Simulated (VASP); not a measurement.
The system is Sn.

```xyz
2
Lattice="0.0000 3.2333 3.2333 3.2333 0.0000 3.2333 3.2333 3.2333 0.0000" Properties=species:S:1:pos:R:3 pbc="T T T"
Sn    4.8500    4.8500    4.8500
Sn    3.2333    3.2333    3.2333
```

```yaml
Program: VASP 6.6.1
Task: relaxation of cell and atoms
Functional: revPBE
Potentials_or_basis: VASP PAW PBE potentials, release 64 (Sn_d)
Cutoff: 600 eV
k_mesh: 7 × 7 × 7
Occupations: fermi-dirac, width 0.05 eV
Spin: no spin polarisation
```

At the start: pressure 4.8 GPa; volume 33.80 Å³/atom.

Question: Where does the relaxation end?

Answer: Over 5 steps the energy falls by 53.3 meV/atom and the volume is 37.78 Å³/atom (+11.8 %); space group Fd-3m (No. 227, to 0.05 Å).

Step by step:
```tsv
step	energy change (eV)	largest force (eV/Å)	pressure (GPa)	volume (Å³)
1	0.0000	0.0000	4.81	67.61
2	-0.0988	0.0000	-0.97	78.04
3	-0.1066	0.0000	0.03	75.50
4	-0.1066	0.0000	-0.04	75.66
5	-0.1066	0.0000	0.00	75.57
```

Final structure:
```yaml
crystal:
  lattice:
    - [0.00000, 3.35561, 3.35561]
    - [3.35561, 0.00000, 3.35561]
    - [3.35561, 3.35561, 0.00000]
  atoms:
    - { symbol: Sn, position: [0.75000, 0.75000, 0.75000] }
    - { symbol: Sn, position: [0.50000, 0.50000, 0.50000] }
```

Caveat: the PAW data sets were made with another functional, which shifts forces and pressure a little; the volume moved by +12 % from the deposited cell, more than functionals usually miss.
